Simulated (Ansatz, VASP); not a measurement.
## KBaLaWO6: VASP beside Ansatz

```
CELL_PARAMETERS angstrom
0.00000 4.32346 4.32346
4.32346 0.00000 4.32346
4.32346 4.32346 0.00000
ATOMIC_POSITIONS crystal
Ba 0.25000 0.25000 0.25000
K 0.75000 0.75000 0.75000
La 0.00000 0.00000 0.00000
O 0.72443 0.27557 0.27557
O 0.27557 0.72443 0.72443
O 0.27557 0.72443 0.27557
O 0.72443 0.27557 0.72443
O 0.27557 0.27557 0.72443
O 0.72443 0.72443 0.27557
W 0.50000 0.50000 0.50000
```

Alike in both runs: functional PBE; k mesh 6 × 6 × 6; occupations gaussian, width 0.02 eV; no spin polarisation.

Ansatz relaxed the structure, and its values are those at the end. VASP's run is a single point on that final structure, the one shown.

|  | VASP | Ansatz |
| --- | --- | --- |
| version | VASP 6.6.1 | Ansatz 0.2.0 |
| potentials or method | VASP PAW PBE potentials, release 64 (Ba_sv, K_sv, La, O, W_sv), cutoff 520 eV | scalar-relativistic, plane waves, PAW |
| valence electrons in the cell | 80 | 80 |

|  | VASP | Ansatz | Ansatz less VASP |
| --- | --- | --- | --- |
| gap on the k mesh at the Fermi level (eV) | 2.55 | 2.56 | +0.011 |
| least direct gap on the mesh (eV) | 2.59 | 2.60 | +0.003 |
| pressure (GPa) | 0.7 | 0.0 | -0.74 |
| rms of the force components (eV/Å) | 0.076 | 0.000 | -0.0755 |

With one functional, cell and mesh, what is left measures potentials, basis and numerics.

Neither program's run includes spin-orbit coupling.
